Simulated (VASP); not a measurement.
Wanted: the native input for a VASP 6.6.1 run.

```
Task                   : single point
Functional             : PBEsol
Potentials or basis    : VASP PAW PBE potentials, release 64 (Zn)
Cutoff                 : 400 eV
k mesh                 : 12 × 7 × 1
Occupations            : methfessel-paxton, width 0.1 eV
Spin                   : no spin polarisation
Dipole correction      : yes
Further INCAR settings : ALGO = Normal; EDIFF = 1e-06; NBANDS = 84; NELMDL = -8
```

The structure of Zn lies in POSCAR:

```
Zn
1.0
    2.6251728070      0.0000000000      0.0000000000
    0.0000000000      4.7163625670      0.0000000000
    0.0000000000      0.0000000000     28.1251538140
Zn
12
Direct
    0.0000000000      0.0000000000      0.2911880676
    0.5000000000      0.0000000000      0.3762752102
    0.5000000000      0.5000000000      0.2910313207
    0.0000000000      0.0000000000      0.4590700259
    0.0000000000      0.5000000000      0.3761473855
    0.5000000000      0.0000000000      0.5410820142
    0.5000000000      0.5000000000      0.4589179858
    0.0000000000      0.0000000000      0.6238526147
    0.0000000000      0.5000000000      0.5409299740
    0.5000000000      0.0000000000      0.7089686791
    0.5000000000      0.5000000000      0.6237247898
    0.0000000000      0.5000000000      0.7088119325
```

These files were run (other wordings do the same):

INCAR

```
PREC     = Accurate       # precision mode
ENCUT    = 400            # plane-wave cutoff, eV
EDIFF    = 1E-6           # SCF threshold, eV
ISMEAR   = 1              # smearing method
SIGMA    = 0.1            # smearing width, eV
LREAL    = F              # projectors in reciprocal space
LASPH    = T              # aspherical terms in the spheres
NELM     = 120            # most SCF steps
ALGO     = Normal         # electronic algorithm
ISIF     = 2              # what is computed and relaxed
LWAVE    = F              # write WAVECAR
LCHARG   = F              # write CHGCAR
LDIPOL   = T            
IDIPOL   = 3            
DIPOL    = 0.5 0.5 0.500
GGA      = PS             # functional
NBANDS   = 84             # bands
GGA_COMPAT= F            
NELMDL   = -8
```

KPOINTS

```
Automatic mesh
0
Gamma
  12 7 1
```

Potentials or basis: VASP PAW PBE potentials, release 64 (Zn).

Run with:

```console
$ cat potpaw_PBE.64/Zn/POTCAR > POTCAR
$ mpirun -np 1 vasp_std > vasp.out
```

Results of the run:

```
Largest force          : 0.009 eV/Å
Band gap on the k mesh : zero (bands 72 and 73 overlap by 2.27 eV)
```

Caveat: the PAW data sets were made with another functional, which shifts forces and pressure a little.

Wall time 33 min on 1 thread of Intel Xeon 8259CL (shared host), peak memory 0.55 GiB.
